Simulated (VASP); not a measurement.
# BN (P-6m2) in VASP: further runs, part 2 of 2

VASP 6.6.1. Earlier steps stand in the parts before.

## Step 4: Single point, PBE+D3(BJ) (volume scaled by 0.97, then relaxed in part)

File INCAR:

```
PREC     = Accurate       # precision mode
ENCUT    = 520            # plane-wave cutoff, eV
EDIFF    = 1E-6           # SCF threshold, eV
ISMEAR   = 0              # smearing method
SIGMA    = 0.02           # smearing width, eV
LREAL    = False          # projectors in reciprocal space
LASPH    = True           # aspherical terms in the spheres
NELM     = 60             # most SCF steps
ALGO     = Normal         # electronic algorithm
ISIF     = 2              # what is computed and relaxed
LWAVE    = False          # write WAVECAR
LCHARG   = False          # write CHGCAR
GGA      = PE             # functional
IVDW     = 12             # dispersion correction
NBANDS   = 16             # bands
```

File KPOINTS:

```
Automatic mesh
0
Gamma
  12 12 4
```

File POSCAR:

```
BN
1.0
    2.5037675208      0.0000000000      0.0000000000
   -1.2518837604      2.1683262782      0.0000000000
    0.0000000000      0.0000000000      6.4114838721
B N
2 2
Direct
    0.0000000000      0.0000000000      0.5000000000
    0.3333333333      0.6666666667      0.0000000000
    0.0000000000      0.0000000000      0.0000000000
    0.6666666667      0.3333333333      0.5000000000
```

Potentials or basis: VASP PAW PBE potentials, release 64 (B, N).

The run is started by

```
$ cat potpaw_PBE.64/B/POTCAR potpaw_PBE.64/N/POTCAR > POTCAR
$ mpirun -np 1 vasp_std > vasp.out
```

OUTCAR:

```text
PREC = Accurate
   ENCUT = 520
   EDIFF = 1E-6
   ISMEAR = 0
   LREAL = False
   LASPH = True
   NELM = 60
   ISIF = 2
   GGA = PE
   IVDW = 12
 IVDW          = 12

 ion  position               nearest neighbor table
   1  0.000  0.000  0.500-   4 1.45   4 1.45   4 1.45
   2  0.333  0.667  0.000-   3 1.45   3 1.45   3 1.45
   3  0.000  0.000  0.000-   2 1.45   2 1.45   2 1.45
   4  0.667  0.333  0.500-   1 1.45   1 1.45   1 1.45

  LATTYP: Found a hexagonal cell.
 ALAT       =     2.5037675208
 C/A-ratio  =     2.5607345006

  Lattice vectors:

 A1 = (   2.5037675208,   0.0000000000,   0.0000000000)
 A2 = (  -1.2518837604,   2.1683262782,   0.0000000000)
 A3 = (   0.0000000000,   0.0000000000,   6.4114838721)

Analysis of symmetry for initial positions (statically):
=====================================================================
 Subroutine PRICEL returns:
 Original cell was already a primitive cell.

 Routine SETGRP: Setting up the symmetry group for a
 hexagonal supercell.

 Subroutine GETGRP returns: Found 12 space group operations
 (whereof 12 operations were pure point group operations)
 out of a pool of 24 trial point group operations.

The static configuration has the point symmetry D_3h.

Analysis of symmetry for dynamics (positions and initial velocities):
=====================================================================
 Subroutine PRICEL returns:
 Original cell was already a primitive cell.

 Routine SETGRP: Setting up the symmetry group for a
 hexagonal supercell.

 Subroutine GETGRP returns: Found 12 space group operations
 (whereof 12 operations were pure point group operations)
 out of a pool of 24 trial point group operations.

The dynamic configuration has the point symmetry D_3h.

 Subroutine INISYM returns: Found 12 space group operations
 (whereof 12 operations are pure point group operations),
 and found     1 'primitive' translations

----------------------------------------------------------------------------------------

[... 120 lines left out ...]
   LORBIT       =      0    0 simple, 1 ext, 2 COOP (PROOUT), +10 PAW based schemes
   GGA     = PE    functional components
   LHFCALC =     F    Hartree Fock is set to
   AEXX    =    0.0000 exact exchange contribution
   IVDW    =    12    specifies the selected vdW correction
   LEPSILON=     F    determine dielectric tensor
   LRPA    =     F    only Hartree local field effects (RPA)
 non-spin polarized calculation
 Gauss-broadening in eV      SIGMA  =   0.02
  energy-cutoff  :      520.00
  volume of cell :       34.81
 maximum number of plane-waves:       954
 NGX is ok and might be reduce to    20
   NGX =  9   NGY =  9   NGZ = 23

 number of electron      15.9999998 magnetization

 Free energy of the ion-electron system (eV)
  ---------------------------------------------------
  ext. energy  EPLUGINS =         0.00000000
  ---------------------------------------------------
  free energy    TOTEN  =       -35.12626215 eV

  energy without entropy =      -35.12626215  energy(sigma->0) =      -35.12626215

 E-fermi :   2.8028     XC(G=0): -10.3139

 val. band max:        2.6290449896   @ k =   0.3333   0.3333   0.5000
 cond. band min:       6.9617319776   @ k =   0.5000  -0.0000   0.0000
 fundamental gap:      4.3326869880
 Fermi energy:         2.8027944666

 k-point     1 :       0.0000    0.0000    0.0000
  band No.  band energies     occupation
      1     -15.2968      2.00000
      2     -14.8956      2.00000
      3      -3.8117      2.00000
      4      -1.3235      2.00000
      5       1.1755      2.00000
      6       1.1755      2.00000
[... 433 lines left out ...]
      3      -4.3865      2.00000
      4      -4.2192      2.00000
      5      -1.0728      2.00000
      6      -0.9248      2.00000
[... 8 lines left out ...]
     15      19.4449      0.00000
     16      21.1362      0.00000

 [... further k-points ...]

------------------------ aborting loop because EDIFF is reached ----------------------------------------

 Edisp (eV)   -0.58951

 E8    (eV) :    -0.1735

  FORCE on cell =-STRESS in cart. coord.  units (eV):
  Direction    XX          YY          ZZ          XY          YZ          ZX
  --------------------------------------------------------------------------------------
  -------------------------------------------------------------------------------------
  Total       0.24549     0.24549     0.18079     0.00000     0.00000     0.00000
  in kB      11.29971    11.29971     8.32172     0.00000     0.00000     0.00000
  external pressure =       10.31 kB  Pullay stress =        0.00 kB

 VOLUME and BASIS-vectors are now :
 -----------------------------------------------------------------------------
  energy-cutoff  :      520.00
  volume of cell :       34.81
      direct lattice vectors                 reciprocal lattice vectors
     2.503767521  0.000000000  0.000000000     0.399398104  0.230592603  0.000000000
    -1.251883760  2.168326278  0.000000000     0.000000000  0.461185205  0.000000000
     0.000000000  0.000000000  6.411483872     0.000000000  0.000000000  0.155970134

 POSITION                                       TOTAL-FORCE (eV/Angst)
 -----------------------------------------------------------------------------------
      0.00000      0.00000      3.20574        -0.000000      0.000000      0.000000
     -0.00000      1.44555      0.00000         0.000000      0.000000      0.000000
      0.00000      0.00000      0.00000         0.000000     -0.000000      0.000000
      1.25188      0.72278      3.20574         0.000000      0.000000      0.000000
 -----------------------------------------------------------------------------------
    total drift:                               -0.000001      0.000000      0.000000

  FREE ENERGIE OF THE ION-ELECTRON SYSTEM (eV)
  ---------------------------------------------------
  free  energy   TOTEN  =       -35.7157691407 eV

  energy  without entropy=      -35.7157691407  energy(sigma->0) =      -35.71576914
```

stdout:

```text
POSCAR found type information on POSCAR B N
 POSCAR found :  2 types and       4 ions
 scaLAPACK will be used
 LDA part: xc-table for (Slater+PW92), standard interpolation
 POSCAR, INCAR and KPOINTS ok, starting setup
 FFT: planning ... GRIDC
 FFT: planning ... GRID_SOFT
 FFT: planning ... GRID
 WAVECAR not read
 entering main loop
```

Wall time 13 s (1 thread of Intel Xeon 6975P-C (Granite Rapids), shared host); peak memory 0.16 GiB.

What came out:

| Property | Result |
| --- | --- |
| Free energy | -35.7158 eV |
| Pressure | 1.0 GPa |
| Band gap on the k mesh | 4.33 eV, indirect (least direct gap 4.42 eV) |
| Dispersion energy per atom | -0.147 eV |

Caveat: the cell differs from its parent crystal (volume scaled by 0.97, then relaxed in part). A k mesh can miss the band edges.

## Step 5: Single point, PBE+D3(BJ)

This run uses another cell than the first one, of 8.97 Å³/atom, 1.099 times its volume.

File INCAR:

```
SYSTEM = BN
PREC = Accurate
ENCUT = 520
EDIFF = 1E-6
ISMEAR = 0
SIGMA = 0.02
LREAL = .FALSE.
LASPH = .TRUE.
NELM = 100
ALGO = Normal
ISIF = 2
LWAVE = .FALSE.
LCHARG = .TRUE.
GGA = PE
IVDW = 12
LELF = .TRUE.
LVHAR = .TRUE.
NBANDS = 16
```

File KPOINTS:

```
regular mesh
0
G
  12 12 4
  0 0 0
```

File POSCAR:

```
BN
1.0
    2.5061232553      0.0000000000      0.0000000000
   -1.2530616277      2.1703664041      0.0000000000
    0.0000000000      0.0000000000      6.5973567596
B N
2 2
Direct
    0.0000000000      0.0000000000      0.5000000000
    0.3333333333      0.6666666667      0.0000000000
    0.0000000000      0.0000000000      0.0000000000
    0.6666666667      0.3333333333      0.5000000000
```

The run is started by

```
$ cat potpaw_PBE.64/B/POTCAR potpaw_PBE.64/N/POTCAR > POTCAR
$ mpirun -np 1 vasp_std > vasp.out
```

It took 16 s on 1 thread of Intel Xeon 6975P-C (Granite Rapids), shared host; peak memory 0.17 GiB.

It converged, with:

```yaml
Free_energy: -35.7190 eV
Pressure: 0.1 GPa
Band_gap_on_the_k_mesh: 4.35 eV, indirect (least direct gap 4.47 eV)
Dispersion_energy_per_atom: -0.142 eV
```

Stress tensor (GPa, compression positive):
```
 0.17  0.00  0.00
 0.00  0.17  0.00
 0.00  0.00 -0.16
```

Levels at points of the mesh, in eV from the valence-band top:
```csv
k point,band 5,band 6,band 7,band 8,band 9,band 10,band 11,band 12
"(0.00, 0.00, 0.00)",-1.43,-1.43,-1.32,-1.32,5.22,10.27,11.47,11.47
"(0.50, 0.00, 0.00)",-4.23,-4.10,-1.34,-0.70,4.35,5.50,9.60,9.68
"(0.00, 0.00, 0.50)",-1.43,-1.43,-1.32,-1.32,7.59,7.63,11.48,11.48
"(0.50, 0.00, 0.50)",-4.22,-4.11,-1.02,-0.91,4.62,4.68,9.80,9.90
```

A k mesh can miss the band edges.

## Step 6: Single point, PBE+D3(BJ) (volume scaled by 1.03, then relaxed in part)

INCAR: that of step 5 with these lines changed.

```diff
@@ -12,7 +12,5 @@
 LWAVE = .FALSE.
-LCHARG = .TRUE.
+LCHARG = .FALSE.
 GGA = PE
 IVDW = 12
-LELF = .TRUE.
-LVHAR = .TRUE.
 NBANDS = 16
```

File KPOINTS:

```
Automatic mesh
0
G
  12 12 4
  0 0 0
```

File POSCAR:

```
BN
1.0
    2.5080139171      0.0000000000      0.0000000000
   -1.2540069585      2.1720037653      0.0000000000
    0.0000000000      0.0000000000      6.7850361086
B N
2 2
Direct
    0.0000000000      0.0000000000      0.5000000000
    0.3333333333      0.6666666667      0.0000000000
    0.0000000000      0.0000000000      0.0000000000
    0.6666666667      0.3333333333      0.5000000000
```

Potentials or basis: VASP PAW PBE potentials, release 64 (B, N).

The run is started by

```
$ cat potpaw_PBE.64/B/POTCAR potpaw_PBE.64/N/POTCAR > POTCAR
$ mpirun -np 1 vasp_std > vasp.out
```

Run time: 14 s. Hardware: 1 thread of Intel Xeon 6975P-C (Granite Rapids), shared host; peak memory 0.17 GiB.

The run converged. Its results:

* Free energy: -35.7167 eV
* Pressure: -0.6 GPa
* Band gap on the k mesh: 4.38 eV, indirect (least direct gap 4.50 eV)
* Dispersion energy per atom: -0.137 eV

Stress tensor (GPa, compression positive):
```
-0.54  0.00  0.00
 0.00 -0.54  0.00
 0.00  0.00 -0.84
```

Levels at points of the mesh, in eV from the valence-band top:
```
           k point  band 4  band 5  band 6  band 7  band 8  band 9  band 10  band 11  band 12  band 13
(0.00, 0.00, 0.00)   -4.24   -1.42   -1.42   -1.33   -1.33    5.07     9.96    11.47    11.47    11.57
(0.50, 0.00, 0.00)   -8.83   -4.21   -4.11   -1.27   -0.72    4.38     5.41     9.58     9.67    12.67
(0.00, 0.00, 0.50)   -5.26   -1.42   -1.42   -1.33   -1.33    7.29     7.32    11.48    11.48    11.56
(0.50, 0.00, 0.50)   -8.87   -4.20   -4.11   -1.00   -0.91    4.64     4.69     9.78     9.84    13.41
```

Caveat: the cell differs from its parent crystal (volume scaled by 1.03, then relaxed in part). A k mesh can miss the band edges.

## Step 7: Summary

```tsv
cell	gap on the mesh (eV)	pressure (GPa)
a = 2.497, b = 2.497, c = 6.049 Å, angles 90.0, 90.0, 120.0°, 4 atoms	4.25	4.3
a = 2.501, b = 2.501, c = 6.229 Å, angles 90.0, 90.0, 120.0°, 4 atoms	4.32	2.4
a = 2.504, b = 2.504, c = 6.411 Å, angles 90.0, 90.0, 120.0°, 4 atoms	4.33	1.0
a = 2.506, b = 2.506, c = 6.597 Å, angles 90.0, 90.0, 120.0°, 4 atoms	4.35	0.1
a = 2.508, b = 2.508, c = 6.785 Å, angles 90.0, 90.0, 120.0°, 4 atoms	4.38	-0.6
```

Alike in all rows: task single point; level PBE+D3(BJ); potentials or basis VASP PAW PBE potentials, release 64 (B, N); no spin polarisation; k mesh 12 × 12 × 4; cutoff (eV) 520; smearing gaussian 0.02 eV.

Absolute energies hang on the potentials; compare differences alone.
